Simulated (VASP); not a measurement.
Runs of VASP 6.6.1 on CdAg2. The structure is that of space group Fd-3m (No. 227), or close to it. The cells are those of the table. The cell was built from a structure type or drawn by symmetry, and may not be a known phase.

```csv
task,level,cell,k mesh,cutoff (eV),gap on the mesh (eV),pressure (GPa)
relaxation of cell and atoms,PBE,"relaxed from a = 5.572 Å, angles 60.0°, 6 atoms",8 × 8 × 8,600,none,0.1
single point,r2SCAN,"a = 5.559 Å, angles 60.0°, 6 atoms",8 × 8 × 8,520,none,-2.5
single point,PBE,"a = 5.559 Å, angles 60.0°, 6 atoms",8 × 8 × 8,520,none,0.0
single point,PBE,"a = 5.733 Å, angles 60.0°, 6 atoms",4 × 4 × 4,520,none,(a)
```

Alike in all rows: potentials or basis VASP PAW PBE potentials, release 64 (Cd, Ag); no spin polarisation; smearing gaussian 0.1 eV.

Question: Estimate the missing entries.

Answer: (a) -4.7.

Caveats: the PAW data sets were made with another functional, which shifts forces and pressure a little (at least some runs); the cell stands under tension (at least some runs).

A k mesh can miss the band edges, and the runs leave out spin-orbit coupling on Ag, Cd.

A gap of «none» marks levels without a gap at the run's occupations.
